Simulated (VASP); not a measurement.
# LiBe4 (R-3m) in VASP: a series of runs, part 2 of 2

VASP 6.6.1. Earlier steps stand in the parts before.

## 3. Single point, PBE

Input file INCAR:

```
  PREC = Accurate
  ENCUT = 750
  EDIFF = 1E-6
  ISMEAR = 0
  SIGMA = 0.1
  LREAL = F
  LASPH = T
  NELM = 120
  ALGO = Normal
  ISIF = 2
  LWAVE = F
  LCHARG = F
  GGA = PE
  NBANDS = 14
  GGA_COMPAT = F
```

Input file KPOINTS:

```
regular mesh
0
Gamma
  6 6 6
```

Input file POSCAR:

```
LiBe4
1.0
    1.8263760623      1.0544587112      3.7458978847
   -1.8263760623      1.0544587112      3.7458978847
    0.0000000000     -2.1089174224      3.7458978847
Li Be
1 4
Direct
    0.5000000000      0.5000000000      0.5000000000
    0.9057431099      0.9057431099      0.9057431099
    0.0942568901      0.0942568901      0.0942568901
    0.7013614190      0.7013614190      0.7013614190
    0.2986385810      0.2986385810      0.2986385810
```

Potentials or basis: VASP PAW PBE potentials, release 64 (Li_sv, Be).

Run with:

```
cat potpaw_PBE.64/Li_sv/POTCAR potpaw_PBE.64/Be/POTCAR > POTCAR
mpirun -np 1 vasp_std > vasp.out
```

OUTCAR:

```text
PREC = Accurate
   ENCUT = 750
   EDIFF = 1E-6
   ISMEAR = 0
   LREAL = F
   LASPH = T
   NELM = 120
   ISIF = 2
   GGA = PE

 ion  position               nearest neighbor table
   1  0.500  0.500  0.500-   3 2.26   2 2.26   3 2.26   3 2.26   2 2.26   2 2.26   5 2.26   4 2.26

   2  0.906  0.906  0.906-   3 2.12   5 2.21   5 2.21   5 2.21   1 2.26   1 2.26   1 2.26   4 2.30

   3  0.094  0.094  0.094-   2 2.12   4 2.21   4 2.21   4 2.21   1 2.26   1 2.26   1 2.26   5 2.30

   4  0.701  0.701  0.701-   3 2.21   3 2.21   3 2.21   5 2.25   5 2.25   5 2.25   1 2.26   2 2.30

   5  0.299  0.299  0.299-   2 2.21   2 2.21   2 2.21   4 2.25   4 2.25   4 2.25   1 2.26   3 2.30

  LATTYP: Found a trigonal (rhomboedric) cell.
 ALAT       =     4.2987537330
 COS(alpha) =     0.6389849755

  Lattice vectors:

 A1 = (   1.8263760623,   1.0544587112,   3.7458978847)
 A2 = (  -1.8263760623,   1.0544587112,   3.7458978847)
 A3 = (   0.0000000000,  -2.1089174224,   3.7458978847)

Analysis of symmetry for initial positions (statically):
=====================================================================
 Subroutine PRICEL returns:
 Original cell was already a primitive cell.

 Routine SETGRP: Setting up the symmetry group for a
 trigonal (rhombohedral) supercell.

 Subroutine GETGRP returns: Found 12 space group operations
 (whereof 12 operations were pure point group operations)
 out of a pool of 12 trial point group operations.

The static configuration has the point symmetry D_3d.

Analysis of symmetry for dynamics (positions and initial velocities):
=====================================================================
 Subroutine PRICEL returns:
 Original cell was already a primitive cell.

 Routine SETGRP: Setting up the symmetry group for a
 trigonal (rhombohedral) supercell.

 Subroutine GETGRP returns: Found 12 space group operations
 (whereof 12 operations were pure point group operations)
 out of a pool of 12 trial point group operations.

The dynamic configuration has the point symmetry D_3d.
[... 140 lines left out ...]
 maximum number of plane-waves:      2037
 NGX is ok and might be reduce to    40
   NGX = 19   NGY = 19   NGZ = 19

 number of electron      11.0000000 magnetization

 Free energy of the ion-electron system (eV)
  ---------------------------------------------------
  ext. energy  EPLUGINS =         0.00000000
  ---------------------------------------------------
  free energy    TOTEN  =       -16.52435981 eV

  energy without entropy =      -16.51921383  energy(sigma->0) =      -16.52178682

 E-fermi :   5.2800     XC(G=0): -10.1628

 val. band max:        5.2678495925   @ k =   0.1667   0.1667   0.0000
 cond. band min:       5.3023267186   @ k =  -0.3333   0.3333   0.1667
 fundamental gap:      0.0344771261
 Fermi energy:         5.2800038277

 k-point     1 :       0.0000    0.0000    0.0000
  band No.  band energies     occupation
      1     -39.6617      2.00000
      2      -4.0168      2.00000
      3       3.3931      2.00000
      4       4.1648      2.00000
      5       6.7777      0.00000
      6       6.7777      0.00000
      7       7.1998      0.00000
      8       7.1998      0.00000
      9      10.5302      0.00000
     10      10.5302      0.00000
     11      11.6581      0.00000
     12      11.6581      0.00000
     13      11.8182      0.00000
     14      11.9922      0.00000
[... 377 lines left out ...]
      1     -39.6593      2.00000
      2      -0.7266      2.00000
      3      -0.0104      2.00000
      4       0.8787      2.00000
      5       1.7321      2.00000
      6       4.5798      2.00000
      7       9.3255      0.00000
      8       9.7285      0.00000
      9      12.5764      0.00000
     10      12.9170      0.00000
     11      13.9601      0.00000
     12      14.5538      0.00000
     13      16.4122      0.00000
     14      17.3781      0.00000

 [... further k-points ...]

------------------------ aborting loop because EDIFF is reached ----------------------------------------

  FORCE on cell =-STRESS in cart. coord.  units (eV):
  Direction    XX          YY          ZZ          XY          YZ          ZX
  --------------------------------------------------------------------------------------
  -------------------------------------------------------------------------------------
  Total       -0.0467999     -0.0467999     -0.0011974      0.0000000      0.0000000      0.0000000
  in kB       -1.7323219     -1.7323219     -0.0443229      0.0000000      0.0000000      0.0000000
  external PRESSURE =      -1.1696556 kB  Pullay stress =       0.0000000 kB

 VOLUME and BASIS-vectors are now :
 -----------------------------------------------------------------------------
  energy-cutoff  :      750.00
  volume of cell :       43.28
      direct lattice vectors                 reciprocal lattice vectors
     1.826376062  1.054458711  3.745897885     0.273766181  0.158058978  0.088986231
    -1.826376062  1.054458711  3.745897885    -0.273766181  0.158058978  0.088986231
     0.000000000 -2.108917422  3.745897885     0.000000000 -0.316117957  0.088986231

 POSITION                                       TOTAL-FORCE (eV/Angst)
 -----------------------------------------------------------------------------------
      0.00000      0.00000      5.61885         0.000000     -0.000000     -0.000000
      0.00000      0.00000     10.17846         0.000000     -0.000000     -0.015634
      0.00000      0.00000      1.05923         0.000000      0.000000      0.015634
      0.00000      0.00000      7.88168         0.000000     -0.000000      0.010157
      0.00000      0.00000      3.35601         0.000000     -0.000000     -0.010157
 -----------------------------------------------------------------------------------
    total drift:                               -0.000000      0.000000      0.000000

  FREE ENERGIE OF THE ION-ELECTRON SYSTEM (eV)
  ---------------------------------------------------
  free  energy   TOTEN  =       -16.5243598125 eV

  energy  without entropy=      -16.5192138265  energy(sigma->0) =      -16.52178682
```

OSZICAR:

```text
N       E                     dE             d eps       ncg     rms          rms(c)
DAV:   1     0.265674962784E+02    0.26567E+02   -0.53551E+03   896   0.896E+02
DAV:   2    -0.122317620511E+02   -0.38799E+02   -0.36802E+02  1082   0.192E+02
DAV:   3    -0.166032602514E+02   -0.43715E+01   -0.43326E+01  1750   0.433E+01
DAV:   4    -0.166325066867E+02   -0.29246E-01   -0.29238E-01  1082   0.439E+00
DAV:   5    -0.166327370533E+02   -0.23037E-03   -0.23036E-03  1410   0.385E-01    0.153E+00
DAV:   6    -0.165512245394E+02    0.81513E-01   -0.27560E-02  1340   0.118E+00    0.931E-01
DAV:   7    -0.165240490293E+02    0.27176E-01   -0.33954E-02  1494   0.117E+00    0.219E-01
DAV:   8    -0.165243263806E+02   -0.27735E-03   -0.26415E-03  1106   0.390E-01    0.492E-02
DAV:   9    -0.165243592796E+02   -0.32899E-04   -0.14131E-04  1346   0.117E-01    0.782E-03
DAV:  10    -0.165243598125E+02   -0.53287E-06   -0.56466E-06  1198   0.192E-02
   1 F= -.16524360E+02 E0= -.16521787E+02  d E =-.514599E-02
```

Wall time 47 s (1 thread of Intel Xeon 8259CL, shared host); peak memory 0.23 GiB.

Results:

* Free energy: -16.5244 eV
* Pressure: -0.1 GPa
* Largest force: 0.016 eV/Å
* Band gap on the k mesh: zero (an odd number of electrons rules out a gap without spin polarisation)

Forces in eV/Å, atoms in the order of the input:
```
Li   0.000  0.000  0.000
Be   0.000  0.000 -0.016
Be   0.000  0.000  0.016
Be   0.000  0.000  0.010
Be   0.000  0.000 -0.010
```

Stress tensor (GPa, compression positive):
```
-0.17  0.00  0.00
 0.00 -0.17  0.00
 0.00  0.00  0.00
```

The gap in the log of VASP goes by the Fermi energy; the results here count the filled bands.